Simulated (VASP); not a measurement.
Here is a VASP 6.6.1 calculation.

File INCAR:

```
  PREC = Accurate
  ENCUT = 520
  EDIFF = 1E-6
  ISMEAR = 0
  SIGMA = 0.1
  LREAL = F
  LASPH = T
  NELM = 80
  ALGO = Normal
  ISIF = 2
  LWAVE = F
  LCHARG = F
  GGA = PE
  NBANDS = 45
```

File KPOINTS:

```
Automatic mesh
0
Gamma
  8 8 8
```

POSCAR

```
SrHg3O4
1.0
    5.0405634572      0.0000000000      0.0000000000
    0.0000000000      5.0405634572      0.0000000000
    0.0000000000      0.0000000000      5.0405634572
Sr Hg O
1 3 4
Direct
    0.0000000000      0.0000000000      0.0000000000
    0.0000000000      0.5000000000      0.5000000000
    0.5000000000      0.0000000000      0.5000000000
    0.5000000000      0.5000000000      0.0000000000
    0.5000000000      0.0000000000      0.0000000000
    0.5000000000      0.5000000000      0.5000000000
    0.0000000000      0.0000000000      0.5000000000
    0.0000000000      0.5000000000      0.0000000000
```

Potentials or basis: VASP PAW PBE potentials, release 64 (Sr_sv, Hg, O).

Launch:

```bash
$ cat potpaw_PBE.64/Sr_sv/POTCAR potpaw_PBE.64/Hg/POTCAR potpaw_PBE.64/O/POTCAR > POTCAR
$ mpirun -np 1 vasp_std > vasp.out
```

(1) What does it give for the pressure?

(2) Estimate the band gap on the k mesh.

Results:

(1) -2.1 GPa.

(2) zero (bands 35 and 36 overlap by 0.96 eV).

Caveat: spin-orbit coupling is left out, which moves the levels of the heavy elements.
